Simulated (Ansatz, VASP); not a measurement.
## Two plane-wave programs on SrCl2

File INCAR:

```
SYSTEM = SrCl2
  PREC = Accurate
  ENCUT = 520
  EDIFF = 1E-6
  ISMEAR = -1
  SIGMA = 0.02
  LREAL = .FALSE.
  LASPH = .TRUE.
  NELM = 80
  ALGO = Normal
  ISIF = 2
  LWAVE = .FALSE.
  LCHARG = .FALSE.
  GGA = PE
  NBANDS = 19
```

File KPOINTS:

```
Automatic mesh
0
G
  6 6 6
  0 0 0
```

Contents of POSCAR:

```
SrCl2
1.0
    0.0000000000      3.4977180848      3.4977180848
    3.4977180848      0.0000000000      3.4977180848
    3.4977180848      3.4977180848      0.0000000000
Sr Cl
1 2
Direct
    0.0000000000      0.0000000000      0.0000000000
    0.2500000000      0.2500000000      0.2500000000
    0.7500000000      0.7500000000      0.7500000000
```

Input for Ansatz:

```yaml
crystal:
  lattice:
    - [0.0, 3.4977180848, 3.4977180848]
    - [3.4977180848, 0.0, 3.4977180848]
    - [3.4977180848, 3.4977180848, 0.0]
  atoms:
    - { symbol: Sr, position: [0.0, 0.0, 0.0] }
    - { symbol: Cl, position: [0.25, 0.25, 0.25] }
    - { symbol: Cl, position: [0.75, 0.75, 0.75] }
kpoints:
  mp_grid: { grid: [6, 6, 6] }
  band_path:
    path:
      - [0.0, 0.0, 0.0]
      - [0.5, 0.0, 0.5]
      - [0.625, 0.25, 0.625]
      - [0.375, 0.375, 0.75]
      - [0.5, 0.5, 0.5]
      - [0.5, 0.25, 0.75]
    npoints: 1
hamiltonian:
  xc: pbe
scf:
  occupations: { method: fermi_dirac, width: 0.02 }
  n_extra_bands: 4
output:
  forces: true
  stress: true
  eigenvalues: true
```

Alike in both runs: task single point; functional PBE; k mesh 6 × 6 × 6; occupations fermi-dirac, width 0.02 eV; no spin polarisation.

```csv
,VASP,Ansatz
version,VASP 6.6.1,Ansatz 0.2.0
potentials or method,"VASP PAW PBE potentials, release 64 (Sr_sv, Cl)","plane waves, PAW"
plane-wave cutoff (eV),520,420
valence electrons in the cell,24,24
```

VASP gave:

| Property | Result |
| --- | --- |
| gap on the k mesh at the Fermi level (eV) | 5.31 |
| pressure (GPa) | 0.8 |

**Question.** Estimate Ansatz's values.

**Answer.** gap on the k mesh at the Fermi level (eV): 5.31; pressure (GPa): 0.7.
